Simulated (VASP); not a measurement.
A run of VASP 6.6.1 is set up as follows.

The input INCAR:

```
SYSTEM = Si2Mo
ALGO = Normal
EDIFF = 1E-7
ENCUT = 520
GGA = PS
ISIF = 2
ISMEAR = -1
IVDW = 13
LASPH = .TRUE.
LCHARG = .FALSE.
LREAL = .FALSE.
LWAVE = .FALSE.
NBANDS = 18
NELM = 80
PREC = Accurate
SIGMA = 0.05
```

The input KPOINTS:

```
k-points
0
G
  12 12 12
  0 0 0
```

Contents of POSCAR:

```
Si2Mo
1.0
   -1.6313805159      1.6313805159      4.0075881985
    1.6313805159     -1.6313805159      4.0075881985
    1.6313805159      1.6313805159     -4.0075881985
Mo Si
1 2
Direct
    0.0000000000      0.0000000000      0.0000000000
    0.6670000000      0.6670000000      0.0000000000
    0.3330000000      0.3330000000      0.0000000000
```

Potentials or basis: VASP PAW PBE potentials, release 64 (Mo_sv, Si).

The run is started by

```console
$ cat potpaw_PBE.64/Mo_sv/POTCAR potpaw_PBE.64/Si/POTCAR > POTCAR
$ mpirun -np 1 vasp_std > vasp.out
```

(1) What does it give for the pressure?

(2) Estimate the dispersion energy per atom.

(3) Estimate the largest force.

(4) Estimate the band gap on the k mesh.

## Answers

(1) -16.4 GPa.

(2) -0.303 eV.

(3) 0.407 eV/Å.

(4) zero (band 11 reaches 11.81 eV, above the bottom of band 12 at 10.81 eV).

Caveat: the PAW data sets were made with another functional, which shifts forces and pressure a little; pairwise dispersion overbinds metals, which lowers pressure and volume.
